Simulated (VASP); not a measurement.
MoS2: single point with LDA

MoS2:

```
CELL_PARAMETERS angstrom
1.55865 0.89988 6.06688
-1.55865 0.89988 6.06688
0.00000 -1.79977 6.06688
ATOMIC_POSITIONS crystal
Mo 0.00000 0.00000 0.00000
S 0.41700 0.41700 0.41700
S 0.25000 0.25000 0.25000
```

This cell differs from its parent crystal: volume scaled by 0.96.

* Program: VASP 6.6.1
* Task: single point
* Functional: LDA
* Potentials or basis: VASP PAW LDA potentials, release 64 (Mo_sv, S)
* Cutoff: 520 eV
* k mesh: 10 × 10 × 10
* Occupations: fermi-dirac, width 0.05 eV
* Spin: no spin polarisation

```json
{"Pressure": "4.5 GPa", "Largest force": "0.825 eV/Å", "Band gap on the k mesh": "0.85 eV, indirect (least direct gap 2.07 eV)"}
```

Forces on the atoms (eV/Å):
```
Mo   0.000  0.000  0.091
S    0.000  0.000  0.734
S    0.000  0.000 -0.825
```

Stress tensor (GPa, compression positive):
```
3.41 0.00 0.00
0.00 3.41 0.00
0.00 0.00 6.62
```

Levels at points of the mesh, in eV from the valence-band top:
| k point | band 11 | band 12 | band 13 | band 14 | band 15 | band 16 |
| --- | --- | --- | --- | --- | --- | --- |
| (0.00, 0.00, 0.00) | -2.49 | -1.40 | -1.28 | 2.05 | 2.05 | 2.55 |
| (0.50, 0.00, 0.00) | -2.44 | -1.72 | -1.64 | 1.61 | 2.04 | 3.49 |
| (0.50, 0.50, 0.00) | -3.08 | -1.91 | -1.43 | 1.56 | 2.19 | 2.99 |
| (0.50, 0.50, 0.50) | -2.46 | -2.46 | 0.00 | 2.15 | 2.15 | 2.41 |

It took 6 min on 1 thread of Intel Xeon 6975P-C, with other jobs on the host, peak memory 0.33 GiB.

 A k mesh can miss the band edges.
